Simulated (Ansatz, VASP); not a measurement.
Cd: VASP beside Ansatz

INCAR

```
SYSTEM = Cd
PREC = Accurate
ENCUT = 520
EDIFF = 1E-7
ISMEAR = 0
SIGMA = 0.05
LREAL = .FALSE.
LASPH = .TRUE.
NELM = 100
ALGO = Normal
ISIF = 2
LWAVE = .FALSE.
LCHARG = .FALSE.
GGA = PE
NBANDS = 12
```

Contents of KPOINTS:

```
Automatic mesh
0
G
  8 8 8
  0 0 0
```

File POSCAR:

```
Cd
1.0
   -1.7669272190      1.7669272190      1.7669272190
    1.7669272190     -1.7669272190      1.7669272190
    1.7669272190      1.7669272190     -1.7669272190
Cd
1
Direct
    0.0000000000      0.0000000000      0.0000000000
```

Input for Ansatz:

```yaml
crystal:
  lattice:
    - [-1.766927219, 1.766927219, 1.766927219]
    - [1.766927219, -1.766927219, 1.766927219]
    - [1.766927219, 1.766927219, -1.766927219]
  atoms:
    - { symbol: Cd, position: [0.0, 0.0, 0.0] }
basis:
  ecutwfc: 600
  ecutrho_ratio: 5
kpoints:
  mp_grid: { grid: [8, 8, 8] }
hamiltonian:
  xc: pbe
scf:
  occupations: { method: gaussian, width: 0.05 }
output:
  forces: true
  stress: true
  eigenvalues: true
```

Alike in both runs: task single point; functional PBE; k mesh 8 × 8 × 8; occupations gaussian, width 0.05 eV; no spin polarisation.

|  | VASP | Ansatz |
| --- | --- | --- |
| version | VASP 6.6.1 | Ansatz 0.2.0 |
| potentials or method | VASP PAW PBE potentials, release 64 (Cd), cutoff 520 eV | scalar-relativistic, plane waves, PAW |
| valence electrons in the cell | 12 | 20 |

VASP gave:

```
pressure (GPa) : 2.2
```

Task: Which values does Ansatz return?

Result: Pressure (GPa): 1.9.

With one functional, cell and mesh, what is left measures potentials, basis and numerics. VASP's potentials hold 12 valence electrons a cell and Ansatz's 20, so a difference there can come from the potentials and not from the codes.
